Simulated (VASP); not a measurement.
A run of VASP 6.6.1 is set up as follows.

File INCAR:

```
ALGO = Normal
EDIFF = 1E-7
EDIFFG = -0.05
ENCUT = 600
GGA = PE
GGA_COMPAT = F
IBRION = 2
ISIF = 3
ISMEAR = -1
ISPIN = 2
IVDW = 13
LASPH = T
LCHARG = F
LMAXMIX = 6
LORBIT = 11
LREAL = F
LWAVE = F
MAGMOM = 7 0
NELM = 200
NELMIN = 4
NSW = 80
PREC = Accurate
SIGMA = 0.1
```

KPOINTS

```
k-points
0
Gamma
  6 6 6
```

POSCAR

```
EuS
1.0
    4.2122350000      0.0000000000      0.0000000000
    2.1061175000      3.6479025167      0.0000000000
    2.1061175000      1.2159675056      3.4392754756
Eu S
1 1
Direct
    0.0000000000      0.0000000000      0.0000000000
    0.5000000000      0.5000000000      0.5000000000
```

Potentials or basis: VASP PAW PBE potentials, release 64 (Eu, S).

Launch:

```sh
$ cat potpaw_PBE.64/Eu/POTCAR potpaw_PBE.64/S/POTCAR > POTCAR
$ mpirun -np 1 vasp_std > vasp.out
```

Problem. Predict the dispersion energy per atom.

Solution. -0.319 eV.

Problem. Predict the space group after relaxing (to 0.1 Å).

Solution. Fm-3m (No. 225).

Problem. What does it give for the relaxed cell?

Solution. a = 4.075 Å, b = 4.075 Å, c = 4.075 Å, α = 60.00°, β = 60.00°, γ = 60.00°.

Problem. What does it give for the net moment?

Solution. -6.92 μB per cell.

The path:
```
step  energy change (eV)  largest force (eV/Å)  pressure (GPa)  volume (Å³)
   1              0.0000                0.0000           -4.62        52.85
   2             -0.0775                0.0000            0.79        47.23
   3             -0.0790                0.0000            0.03        47.85
```

Caveat: a cell with one magnetic atom can't hold antiferromagnetic order, which such compounds often take; semilocal functionals describe open f shells poorly, which spoils levels, moments and volumes. The state reached can hang on the start; a lower one may exist.
